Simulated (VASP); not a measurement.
**CdS: single point with PBE-based screened hybrid**

CdS:

```
Cd S
1.0
     0.00000    2.72678    2.72678
     2.72678    0.00000    2.72678
     2.72678    2.72678    0.00000
Cd S
1 1
Cartesian
  0.0000 0.0000 0.0000
  2.7268 2.7268 2.7268
```

```json
{
 "Program": "VASP 6.6.1",
 "Task": "single point",
 "Functional": "PBE-based screened hybrid",
 "Potentials or basis": "VASP PAW PBE potentials, release 64 (Cd, S)",
 "Cutoff": "520 eV",
 "k mesh": "4 × 4 × 4",
 "Occupations": "gaussian, width 0.01 eV",
 "Spin": "no spin polarisation"
}
```

```
Pressure               : -0.6 GPa
Band gap on the k mesh : 2.46 eV, indirect (least direct gap 4.02 eV)
```

Levels at points of the mesh, in eV from the valence-band top:
| k point | band 6 | band 7 | band 8 | band 9 | band 10 | band 11 | band 12 | band 13 |
| --- | --- | --- | --- | --- | --- | --- | --- | --- |
| (0.00, 0.00, 0.00) | -9.59 | -0.76 | -0.76 | -0.76 | 3.26 | 11.66 | 11.66 | 11.66 |
| (0.50, 0.00, 0.00) | -9.39 | -5.56 | 0.00 | 0.00 | 5.60 | 8.30 | 8.30 | 10.12 |
| (0.50, 0.50, 0.00) | -8.46 | -4.88 | -2.40 | -2.40 | 2.46 | 8.04 | 12.87 | 14.50 |

Run time: 27 min on 1 thread of AMD EPYC 7R13 Processor (Zen 3), on a shared host, peak memory 0.24 GiB.

Caveat: the k points lie up to 0.50 Å⁻¹ apart; the PAW data sets were made with another functional, which shifts forces and pressure a little. A k mesh can miss the band edges.
